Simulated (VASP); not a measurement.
# InP (F-43m) in VASP: further runs, part 2 of 2

VASP 6.6.1.

### 4 Relaxation of cell and atoms, LDA, target pressure 10 GPa, at which the enthalpy is minimised

This run uses another cell than the first one, of 25.17 Å³/atom.

INCAR reads:

```
PREC = Accurate
ENCUT = 600
EDIFF = 1E-6
ISMEAR = -1
SIGMA = 0.05
LREAL = F
LASPH = T
NELM = 80
ALGO = Normal
ISIF = 3
LWAVE = F
LCHARG = F
GGA = CA
IBRION = 2
NSW = 80
EDIFFG = -0.005
PSTRESS = 100.0
```

KPOINTS reads:

```
regular mesh
0
Gamma
  8 8 8
```

POSCAR reads:

```
InP
1.0
    0.0000000000      2.9305000000      2.9305000000
    2.9305000000      0.0000000000      2.9305000000
    2.9305000000      2.9305000000      0.0000000000
In P
1 1
Direct
    0.0000000000      0.0000000000      0.0000000000
    0.7500000000      0.7500000000      0.7500000000
```

Potentials or basis: VASP PAW LDA potentials, release 64 (In_d, P).

On the command line:

```
$ cat potpaw_LDA.64/In_d/POTCAR potpaw_LDA.64/P/POTCAR > POTCAR
$ mpirun -np 1 vasp_std > vasp.out
```

OUTCAR:

```text
PREC = Accurate
   ENCUT = 600
   EDIFF = 1E-6
   ISMEAR = -1
   LREAL = F
   LASPH = T
   NELM = 80
   ISIF = 3
   GGA = CA
   IBRION = 2
   NSW = 80
   EDIFFG = -0.005
   PSTRESS = 100.0

 ion  position               nearest neighbor table
   1  0.000  0.000  0.000-   2 2.54   2 2.54   2 2.54   2 2.54
   2  0.750  0.750  0.750-   1 2.54   1 2.54   1 2.54   1 2.54

  LATTYP: Found a face centered cubic cell.
 ALAT       =     5.8610000000

  Lattice vectors:

 A1 = (   0.0000000000,   2.9305000000,   2.9305000000)
 A2 = (   2.9305000000,   0.0000000000,   2.9305000000)
 A3 = (   2.9305000000,   2.9305000000,   0.0000000000)

Analysis of symmetry for initial positions (statically):
=====================================================================
 Subroutine PRICEL returns:
 Original cell was already a primitive cell.

 Routine SETGRP: Setting up the symmetry group for a
 face centered cubic supercell.

 Subroutine GETGRP returns: Found 24 space group operations
 (whereof 24 operations were pure point group operations)
 out of a pool of 48 trial point group operations.

The static configuration has the point symmetry T_d .

Analysis of symmetry for dynamics (positions and initial velocities):
=====================================================================
 Subroutine PRICEL returns:
 Original cell was already a primitive cell.

 Routine SETGRP: Setting up the symmetry group for a
 face centered cubic supercell.

 Subroutine GETGRP returns: Found 24 space group operations
 (whereof 24 operations were pure point group operations)
 out of a pool of 48 trial point group operations.

The dynamic configuration has the point symmetry T_d .

 Subroutine INISYM returns: Found 24 space group operations
 (whereof 24 operations are pure point group operations),
 and found     1 'primitive' translations

----------------------------------------------------------------------------------------

                                     Primitive cell

  volume of cell :      50.3333

  direct lattice vectors                    reciprocal lattice vectors
     0.000000000  2.930500000  2.930500000    -0.170619348  0.170619348  0.170619348
     2.930500000  0.000000000  2.930500000     0.170619348 -0.170619348  0.170619348
[... 99 lines left out ...]
   EFERMI =   0.00;   METHOD = LEGACY
   ISMEAR =    -1;   SIGMA  =   0.05  broadening in eV -4-tet -1-fermi 0-gaus
   EFERMI_NEDOS =   21; number of points for ismear=-14 and -15
   IALGO  =     38    algorithm
   IMIX   =      4    mixing-type and parameters
     AMIX     =   0.40;   BMIX     =  1.00
     AMIX_MAG =   1.60;   BMIX_MAG =  1.00
  volume/ion in A,a.u.               =      25.17       169.83
  Fermi-wavevector in a.u.,A,eV,Ry     =   1.162021  2.195901 18.371846  1.350293
  Thomas-Fermi vector in A             =   2.298587
   LORBIT       =      0    0 simple, 1 ext, 2 COOP (PROOUT), +10 PAW based schemes
   GGA     = CA    functional components
   LHFCALC =     F    Hartree Fock is set to
   AEXX    =    0.0000 exact exchange contribution
   IVDW    =     0    specifies the selected vdW correction
   LEPSILON=     F    determine dielectric tensor
   LRPA    =     F    only Hartree local field effects (RPA)
 conjugate gradient relaxation of ions
 non-spin polarized calculation
  energy-cutoff  :      600.00
  volume of cell :       50.33
 maximum number of plane-waves:      1700
 NGX is ok and might be reduce to    36
   NGX = 17   NGY = 17   NGZ = 17

--------------------------------------- Ionic step        1  -------------------------------------------

 number of electron      17.9999998 magnetization

 Free energy of the ion-electron system (eV)
  ---------------------------------------------------
  ext. energy  EPLUGINS =         0.00000000
  ---------------------------------------------------
  free energy    TOTEN  =        -9.66931705 eV

  energy without entropy =       -9.66928920  energy(sigma->0) =       -9.66930313

 E-fermi :   5.2952     XC(G=0):  -9.6107

 val. band max:        5.0089569916   @ k =   0.0000   0.0000   0.0000
 cond. band min:       5.5192982947   @ k =   0.0000   0.0000   0.0000
 fundamental gap:      0.5103413031
 Fermi energy:         5.2952463600

 k-point     1 :       0.0000    0.0000    0.0000
  band No.  band energies     occupation
      1      -9.1779      2.00000
      2      -9.1779      2.00000
      3      -9.1779      2.00000
      4      -9.0230      2.00000
      5      -9.0230      2.00000
      6      -6.5363      2.00000
      7       5.0090      1.99350
      8       5.0090      1.99350
      9       5.0090      1.99350
     10       5.5193      0.02239
     11       8.9721      0.00000
     12       8.9721      0.00000
     13       8.9721      0.00000
[... 595 lines left out ...]
--------------------------------------- Ionic step        7  -------------------------------------------

 number of electron      17.9999998 magnetization

 Free energy of the ion-electron system (eV)
  ---------------------------------------------------
  ext. energy  EPLUGINS =         0.00000000
  ---------------------------------------------------
  free energy    TOTEN  =        -9.52745767 eV

  energy without entropy =       -9.52745760  energy(sigma->0) =       -9.52745763

 E-fermi :   7.1316     XC(G=0): -10.1655

 val. band max:        6.5136096060   @ k =   0.0000   0.0000   0.0000
 cond. band min:       7.6960568361   @ k =   0.0000   0.0000   0.0000
 fundamental gap:      1.1824472301
 Fermi energy:         7.1316466922

 k-point     1 :       0.0000    0.0000    0.0000
  band No.  band energies     occupation
      1      -8.0169      2.00000
      2      -8.0169      2.00000
      3      -8.0169      2.00000
      4      -7.7873      2.00000
      5      -7.7873      2.00000
      6      -5.9824      2.00000
      7       6.5136      1.99999
      8       6.5136      1.99999
      9       6.5136      1.99999
     10       7.6961      0.00003
     11      10.4384      0.00000
     12      10.4384      0.00000
     13      10.4384      0.00000
[... 401 lines left out ...]
  energy  without entropy=       -9.5274575983  energy(sigma->0) =       -9.52745763

  enthalpy is  TOTEN    =        -6.7580948948 eV   P V=        2.7693627731

 reached required accuracy - stopping structural energy minimisation
```

Wall time 1.8 min (1 thread of Intel Xeon Platinum 8375C at 2.90GHz (Ice Lake), shared host); peak memory 0.19 GiB.

Results:

```
Free energy                                                : -9.5275 eV
Relaxed volume                                             : 22.19 Å³/atom
Relaxed cell                                               : a = 3.974 Å, b = 3.974 Å, c = 3.974 Å, α = 60.00°, β = 60.00°, γ = 60.00°
Space group after relaxing (to 0.1 Å)                      : F-43m (No. 216)
Energy change on relaxing (the run minimises the enthalpy) : +70.9 meV/atom
Ionic steps                                                : 7
Pressure after relaxing                                    : 10.0 GPa
Band gap on the k mesh                                     : 1.18 eV
```

Step by step:
```csv
step,energy change (eV),largest force (eV/Å),pressure (GPa),volume (Å³)
1,0.0000,0.0000,-1.16,50.33
2,0.8363,0.0000,30.99,38.61
3,0.1319,0.0000,9.59,44.53
4,0.1403,0.0000,9.95,44.40
5,0.1474,0.0000,10.24,44.28
6,0.1355,0.0000,9.77,44.47
7,0.1419,0.0000,10.01,44.37
```

Final structure:
```cif
data_structure
_symmetry_space_group_name_H-M 'P 1'
_symmetry_Int_Tables_number 1
_cell_length_a 3.9738
_cell_length_b 3.9738
_cell_length_c 3.9738
_cell_angle_alpha 60.000
_cell_angle_beta 60.000
_cell_angle_gamma 60.000
_cell_volume 44.37
loop_
_atom_site_label
_atom_site_type_symbol
_atom_site_fract_x
_atom_site_fract_y
_atom_site_fract_z
_atom_site_occupancy
In1 In 0.00000 0.00000 0.00000 1
P1 P 0.75000 0.75000 0.75000 1
```

Caveat: the cell is relaxed towards a set pressure, so the run minimises the enthalpy, not the energy; spin-orbit coupling is left out, which moves the levels of the heavy elements. A k mesh can miss the band edges.

### 5 The runs side by side

```tsv
task	level	potentials or basis	cell	k mesh	cutoff (eV)	grid for exact exchange (PRECFOCK)	share of exact exchange	screening parameter	gap on the mesh (eV)	pressure (GPa)
single point	B3LYP	VASP PAW PBE potentials, release 64 (In_d, P)	a = 4.172 Å, angles 60.0°, 2 atoms	4 × 4 × 4	520	Normal	0.2	-	1.72	2.9
single point	PBE-based screened hybrid with 25 % exact exchange	VASP PAW PBE potentials, release 64 (In_d, P)	a = 4.144 Å, angles 60.0°, 2 atoms	4 × 4 × 4	520	Normal	0.25	0.3 1/Å	1.35	1.8
relaxation of cell and atoms	LDA	VASP PAW LDA potentials, release 64 (In_d, P)	relaxed to 10 GPa from a = 4.144 Å, angles 60.0°, 2 atoms	8 × 8 × 8	600	-	-	-	1.18	10.0
```

Alike in all rows: no spin polarisation; smearing fermi-dirac 0.05 eV.

Caveats: some runs use coarse meshes; spin-orbit coupling is left out, which moves the levels of the heavy elements; the PAW data sets were made with another functional, which shifts forces and pressure a little (at least some runs); the cell is relaxed towards a set pressure, so the run minimises the enthalpy, not the energy (at least some runs).

Total energies depend on the potentials used, so only differences within one code and one set of settings carry meaning.
